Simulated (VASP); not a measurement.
## PbF2: electric field gradients with PBE

PbF2:

```
Pb F
1.0
     6.44000    0.00000    0.00000
     0.00000    3.89900    0.00000
     0.00000    0.00000    7.65100
Pb F
4 8
Direct
  0.25565 0.25000 0.10498
  0.24435 0.75000 0.60498
  0.75565 0.25000 0.39502
  0.74435 0.75000 0.89502
  0.85917 0.25000 0.06754
  0.64083 0.75000 0.56754
  0.35917 0.25000 0.43246
  0.14083 0.75000 0.93246
  0.47495 0.25000 0.84400
  0.02505 0.75000 0.34400
  0.97495 0.25000 0.65600
  0.52505 0.75000 0.15600
```

```
Program                : VASP 6.6.1
Task                   : electric field gradients
Functional             : PBE
Potentials or basis    : VASP PAW PBE potentials, release 64 (Pb_d, F)
Cutoff                 : 520 eV
k mesh                 : 3 × 5 × 3
Occupations            : fermi-dirac, width 0.02 eV
Spin                   : non-collinear spin, zero start, spin-orbit coupling
Dipole correction      : no
Further INCAR settings : ALGO = Normal; EDIFF = 1e-08; NBANDS = 134
```

| Quantity | Value |
| --- | --- |
| Pressure | 2.4 GPa |
| Largest force | 0.012 eV/Å |
| Net moment | 0.00 μB per cell |
| Largest electric field gradient by atom | Pb -35.1; F -19.7, +12.0 (each value once) V/Å² |
| Valence electrons inside the program's atomic spheres | Pb 11.72; F 6.07, 6.05 (each value once) |

Forces on the atoms (eV/Å):
```
Pb   0.006  0.000 -0.009
Pb  -0.006  0.000 -0.009
Pb   0.006  0.000  0.009
Pb  -0.006  0.000  0.009
F   -0.002  0.000 -0.012
F    0.002  0.000 -0.012
F   -0.002  0.000  0.012
F    0.002  0.000  0.012
F   -0.001  0.000  0.009
F    0.001  0.000  0.009
F   -0.001  0.000 -0.009
F    0.001  0.000 -0.009
```

Stress tensor (GPa, compression positive):
```
2.43 0.00 0.00
0.00 2.30 0.00
0.00 0.00 2.59
```

Moments on the atoms (μB; x, y, z):
```
Pb  0.00 0.00 0.00
Pb  0.00 0.00 0.00
Pb  0.00 0.00 0.00
Pb  0.00 0.00 0.00
F   0.00 0.00 0.00
F   0.00 0.00 0.00
F   0.00 0.00 0.00
F   0.00 0.00 0.00
F   0.00 0.00 0.00
F   0.00 0.00 0.00
F   0.00 0.00 0.00
F   0.00 0.00 0.00
```

Electric field gradients, principal values (V/Å²):
```csv
atom,least,middle,greatest (by size)
1 Pb,9.732,25.368,-35.101
2 Pb,9.732,25.368,-35.101
3 Pb,9.732,25.368,-35.101
4 Pb,9.732,25.368,-35.101
5 F,5.404,14.306,-19.710
6 F,5.404,14.306,-19.710
7 F,5.404,14.306,-19.710
8 F,5.404,14.306,-19.710
9 F,-0.841,-11.141,11.982
10 F,-0.841,-11.141,11.982
11 F,-0.841,-11.141,11.982
12 F,-0.841,-11.141,11.982
```

Wall time 11 min on 1 thread of Intel(R) Xeon(R) 6975P-C (Granite Rapids), on a shared host, peak memory 0.87 GiB.

Caveat: without QUAD_EFG the Cq values of the log hold for a quadrupole moment of 1 mb, not for the nuclei.
